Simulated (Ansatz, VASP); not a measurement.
## Two plane-wave programs on Ru

Contents of INCAR:

```
SYSTEM = Ru
  PREC = Accurate
  ENCUT = 500
  EDIFF = 1E-6
  ISMEAR = -1
  SIGMA = 0.1
  LREAL = .False.
  LASPH = .True.
  NELM = 200
  ALGO = Normal
  ISIF = 2
  LWAVE = .False.
  LCHARG = .False.
  ISPIN = 2
  MAGMOM = 0
  LORBIT = 11
  LMAXMIX = 4
  GGA = PE
  NBANDS = 17
  GGA_COMPAT = .False.
```

KPOINTS

```
regular mesh
0
Gamma
  8 8 8
  0 0 0
```

File POSCAR:

```
Ru
1.0
    0.0000000000      1.9288310000      1.9288310000
    1.9288310000      0.0000000000      1.9288310000
    1.9288310000      1.9288310000      0.0000000000
Ru
1
Direct
    0.0000000000      0.0000000000      0.0000000000
```

Input for Ansatz:

```yaml
crystal:
  lattice:
    - [0, 1.928831, 1.928831]
    - [1.928831, 0, 1.928831]
    - [1.928831, 1.928831, 0]
  atoms:
    - { symbol: Ru, position: [0, 0, 0] }
kpoints:
  mp_grid: { grid: [8, 8, 8], shift: [0, 0, 0] }
hamiltonian:
  xc: pbe
  pseudopotentials: { kind: nc }
scf:
  occupations: { method: fermi_dirac }
  algorithm: direct_min
  lower_state_search: "off"
magnetization:
  spin_polarized: true
```

Alike in both runs: task single point; functional PBE; k mesh 8 × 8 × 8; collinear spin.

|  | VASP | Ansatz |
| --- | --- | --- |
| version | VASP 6.6.1 | Ansatz 0.2 development build |
| potentials or method | VASP PAW PBE potentials, release 64 (Ru_pv) | scalar-relativistic |
| plane-wave cutoff (eV) | 500 | 1143 |
| occupations | fermi-dirac, width 0.1 eV | fermi-dirac |

|  | VASP | Ansatz | Ansatz less VASP |
| --- | --- | --- | --- |
| net moment per atom (μB) | 0.00 | 0.00 | 0.000 |

Ansatz's warnings: stability check not made.
